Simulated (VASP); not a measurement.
Set up this calculation in VASP 6.6.1, as the native input.

```
Task                   : relaxation of cell and atoms
Functional             : LDA
Potentials or basis    : VASP PAW LDA potentials, release 64 (Cd, S)
Cutoff                 : 600 eV
k mesh                 : 9 × 9 × 6
Occupations            : gaussian, width 0.01 eV
Spin                   : no spin polarisation
Target pressure        : 3 GPa
Dipole correction      : no
Further INCAR settings : ALGO = Normal; EDIFF = 1e-07; IBRION = 2; EDIFFG = -0.001; NSW = 80; ISIF = 3
```

The structure of CdS lies in POSCAR:

```
CdS
1.0
    4.1400000000      0.0000000000      0.0000000000
   -2.0700000000      3.5853451717      0.0000000000
    0.0000000000      0.0000000000      6.7200000000
Cd S
2 2
Direct
    0.3333333333      0.6666666667      0.0000000000
    0.6666666667      0.3333333333      0.5000000000
    0.3333333333      0.6666666667      0.3770000000
    0.6666666667      0.3333333333      0.8770000000
```

The input as run:

INCAR

```
SYSTEM = CdS
PREC     = Accurate       ! precision mode
ENCUT    = 600            ! plane-wave cutoff, eV
EDIFF    = 1E-7           ! SCF threshold, eV
ISMEAR   = 0              ! smearing method
SIGMA    = 0.01           ! smearing width, eV
LREAL    = .FALSE.        ! projectors in reciprocal space
LASPH    = .TRUE.         ! aspherical terms in the spheres
NELM     = 100            ! most SCF steps
ALGO     = Normal         ! electronic algorithm
ISIF     = 3              ! what is computed and relaxed
LWAVE    = .FALSE.        ! write WAVECAR
LCHARG   = .FALSE.        ! write CHGCAR
IBRION   = 2              ! ionic algorithm
NSW      = 80             ! ionic steps
EDIFFG   = -0.001         ! ionic threshold
PSTRESS  = 30.0
```

KPOINTS

```
regular mesh
0
G
  9 9 6
  0 0 0
```

Potentials or basis: VASP PAW LDA potentials, release 64 (Cd, S).

Command:

```sh
$ cat potpaw_LDA.64/Cd/POTCAR potpaw_LDA.64/S/POTCAR > POTCAR
$ mpirun -np 1 vasp_std > vasp.out
```

Results of the run:

* Relaxed volume: 23.08 Å³/atom
* Relaxed cell: a = 4.028 Å, b = 4.028 Å, c = 6.571 Å, α = 90.00°, β = 90.00°, γ = 120.00°
* Space group after relaxing (to 0.1 Å): P6_3mc (No. 186)
* Energy change on relaxing (the run minimises the enthalpy): +1.8 meV/atom
* Ionic steps: 12
* Pressure after relaxing: 3.0 GPa
* Band gap on the k mesh: 1.13 eV

Caveat: the cell is relaxed towards a set pressure, so the run minimises the enthalpy, not the energy.

It took 8.9 min on 1 thread of Intel(R) Xeon(R) Platinum 8488C (Sapphire Rapids) (shared host), peak memory 0.3 GiB.
